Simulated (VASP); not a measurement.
# ZnO (P6_3mc) in VASP: further runs, part 2 of 2

VASP 6.6.1. Earlier steps stand in the parts before.

**4. Single point, LDA (c/a of the conventional cell at fixed volume 1.6169)**

Input file INCAR:

```
SYSTEM = ZnO
PREC = Accurate ; ENCUT = 520
EDIFF = 1E-6 ; ISMEAR = 0
SIGMA = 0.05 ; LREAL = .False.
LASPH = .True. ; NELM = 100
ALGO = Normal ; ISIF = 2
LWAVE = .False. ; LCHARG = .False.
GGA = CA ; NBANDS = 26
```

Input file KPOINTS:

```
Automatic mesh
0
Gamma
  12 12 6
  0 0 0
```

Input file POSCAR:

```
ZnO
1.0
    3.1871780739      0.0000000000      0.0000000000
   -1.5935890369      2.7601771784      0.0000000000
    0.0000000000      0.0000000000      5.1531926628
Zn O
2 2
Direct
    0.3333333333      0.6666666667      0.0018514197
    0.6666666667      0.3333333333      0.5018514197
    0.3333333333      0.6666666667      0.4028559245
    0.6666666667      0.3333333333      0.9028559245
```

Potentials or basis: VASP PAW LDA potentials, release 64 (Zn, O).

On the command line:

```bash
$ cat potpaw_LDA.64/Zn/POTCAR potpaw_LDA.64/O/POTCAR > POTCAR
$ mpirun -np 1 vasp_std > vasp.out
```

OUTCAR:

```text
SYSTEM = ZnO
   PREC = Accurate
   ENCUT = 520
   EDIFF = 1E-6
   ISMEAR = 0
   LREAL = .False.
   LASPH = .True.
   NELM = 100
   ISIF = 2
   GGA = CA

 ion  position               nearest neighbor table
   1  0.333  0.667  0.002-   4 1.91   4 1.91   4 1.91   3 2.07
   2  0.667  0.333  0.502-   3 1.91   3 1.91   3 1.91   4 2.07
   3  0.333  0.667  0.403-   2 1.91   2 1.91   2 1.91   1 2.07
   4  0.667  0.333  0.903-   1 1.91   1 1.91   1 1.91   2 2.07

  LATTYP: Found a hexagonal cell.
 ALAT       =     3.1871780739
 C/A-ratio  =     1.6168511904

  Lattice vectors:

 A1 = (   3.1871780739,   0.0000000000,   0.0000000000)
 A2 = (  -1.5935890369,   2.7601771784,   0.0000000000)
 A3 = (   0.0000000000,   0.0000000000,   5.1531926628)

Analysis of symmetry for initial positions (statically):
=====================================================================
 Subroutine PRICEL returns:
 Original cell was already a primitive cell.

 Routine SETGRP: Setting up the symmetry group for a
 hexagonal supercell.

[... 167 lines left out ...]
  ext. energy  EPLUGINS =         0.00000000
  ---------------------------------------------------
  free energy    TOTEN  =       -21.07698233 eV

  energy without entropy =      -21.07698233  energy(sigma->0) =      -21.07698233

 E-fermi :   1.7038     XC(G=0): -11.7209

 val. band max:        1.4025570727   @ k =   0.0000   0.0000   0.0000
 cond. band min:       2.2237284065   @ k =   0.0000   0.0000   0.0000
 fundamental gap:      0.8211713338
 Fermi energy:         1.7038100987

 k-point     1 :       0.0000    0.0000    0.0000
  band No.  band energies     occupation
      1     -16.8906      2.00000
      2     -16.0737      2.00000
      3      -4.8199      2.00000
      4      -4.8199      2.00000
      5      -4.7062      2.00000
      6      -4.7062      2.00000
[... 685 lines left out ...]
     25      15.2422      0.00000
     26      15.7176      0.00000

 [... further k-points ...]
[... 5 lines left out ...]
  --------------------------------------------------------------------------------------
  -------------------------------------------------------------------------------------
  Total        1.5743158      1.5743158     -1.3035528      0.0000000     -0.0000000      0.0000000
  in kB       55.6394419     55.6394419    -46.0701419      0.0000000     -0.0000000      0.0000000
  external PRESSURE =      21.7362473 kB  Pullay stress =       0.0000000 kB

 VOLUME and BASIS-vectors are now :
 -----------------------------------------------------------------------------
  energy-cutoff  :      520.00
  volume of cell :       45.33
      direct lattice vectors                 reciprocal lattice vectors
     3.187178074  0.000000000  0.000000000     0.313757179  0.181147791  0.000000000
    -1.593589037  2.760177178  0.000000000     0.000000000  0.362295583  0.000000000
     0.000000000  0.000000000  5.153192663     0.000000000  0.000000000  0.194054456

 POSITION                                       TOTAL-FORCE (eV/Angst)
 -----------------------------------------------------------------------------------
     -0.00000      1.84012      0.00954         0.000000     -0.000000      0.595427
      1.59359      0.92006      2.58614        -0.000000      0.000000      0.595427
     -0.00000      1.84012      2.07599         0.000000      0.000000     -0.595427
      1.59359      0.92006      4.65259        -0.000000     -0.000000     -0.595427
 -----------------------------------------------------------------------------------
    total drift:                               -0.000001     -0.000001      0.001095

  FREE ENERGIE OF THE ION-ELECTRON SYSTEM (eV)
  ---------------------------------------------------
  free  energy   TOTEN  =       -21.0769823277 eV

  energy  without entropy=      -21.0769823277  energy(sigma->0) =      -21.07698233
```

OSZICAR:

```text
N       E                     dE             d eps       ncg     rms          rms(c)
DAV:   1     0.292617897169E+03    0.29262E+03   -0.18276E+04  4024   0.205E+03
DAV:   2     0.714153315923E+01   -0.28548E+03   -0.26819E+03  4092   0.416E+02
DAV:   3    -0.235844269318E+02   -0.30726E+02   -0.30288E+02  4372   0.139E+02
DAV:   4    -0.241847696168E+02   -0.60034E+00   -0.59891E+00  4362   0.197E+01
DAV:   5    -0.241877354006E+02   -0.29658E-02   -0.29656E-02  4294   0.145E+00    0.159E+01
DAV:   6    -0.209737212111E+02    0.32140E+01   -0.61212E+00  6328   0.612E+01    0.101E+01
DAV:   7    -0.211425004228E+02   -0.16878E+00   -0.27595E+00  4054   0.166E+01    0.593E+00
DAV:   8    -0.211267038522E+02    0.15797E-01   -0.55117E-01  5260   0.707E+00    0.167E+00
DAV:   9    -0.210749439478E+02    0.51760E-01   -0.10417E-01  5772   0.658E+00    0.331E-01
DAV:  10    -0.210770285044E+02   -0.20846E-02   -0.35201E-02  4014   0.131E+00    0.900E-02
DAV:  11    -0.210769826195E+02    0.45885E-04   -0.41848E-04  4734   0.318E-01    0.236E-02
DAV:  12    -0.210769814994E+02    0.11201E-05   -0.76914E-05  4884   0.277E-01    0.793E-03
DAV:  13    -0.210769823277E+02   -0.82825E-06   -0.88247E-06  5178   0.848E-02
   1 F= -.21076982E+02 E0= -.21076982E+02  d E =-.112050E-19
```

stdout:

```text
POSCAR found type information on POSCAR ZnO
 POSCAR found :  2 types and       4 ions
 scaLAPACK will be used
 LDA part: xc-table for (Slater(with rela. corr.)+CA(PZ))
 , standard interpolation
 POSCAR, INCAR and KPOINTS ok, starting setup
 FFT: planning ... GRIDC
 FFT: planning ... GRID_SOFT
 FFT: planning ... GRID
 WAVECAR not read
 entering main loop
```

It took 42 s on 1 thread of AMD EPYC 9R14 (Zen 4), shared host; peak memory 0.16 GiB.

What came out:

- Free energy: -21.0770 eV
- Pressure: 2.2 GPa
- Largest force: 0.595 eV/Å
- Band gap on the k mesh: 0.82 eV, direct

Forces on the atoms (eV/Å):
```
Zn   0.000  0.000  0.595
Zn   0.000  0.000  0.595
O    0.000  0.000 -0.595
O    0.000  0.000 -0.595
```

Levels at points of the mesh, in eV from the valence-band top:
```tsv
k point	band 14	band 15	band 16	band 17	band 18	band 19	band 20	band 21	band 22	band 23
(0.00, 0.00, 0.00)	-0.67	-0.67	-0.36	0.00	0.00	0.82	5.15	8.07	12.88	12.88
(0.50, 0.00, 0.00)	-3.85	-2.92	-2.43	-1.34	-1.21	5.89	6.77	7.48	8.65	10.22
(0.00, 0.00, 0.50)	-2.41	-0.33	-0.33	-0.33	-0.33	3.46	3.46	9.84	9.84	13.17
(0.50, 0.00, 0.50)	-4.04	-1.79	-1.79	-1.44	-1.44	5.62	5.62	8.59	8.59	10.86
```

**5. Against experiment**

Step 2. Against the measured gap of ZnO, 3.37 eV (quoted in “Electronic structure of alkaline earth and post-transition metal oxides”, 2009, arxiv:0908.1581), the calculated 0.81 eV is off by -2.56 eV. So large a miss can be the level of theory's own, or it may mean another phase, state or a wrong row. The value is that of LDA, without temperature or zero-point motion. Semilocal functionals fall short of measured gaps as a rule.
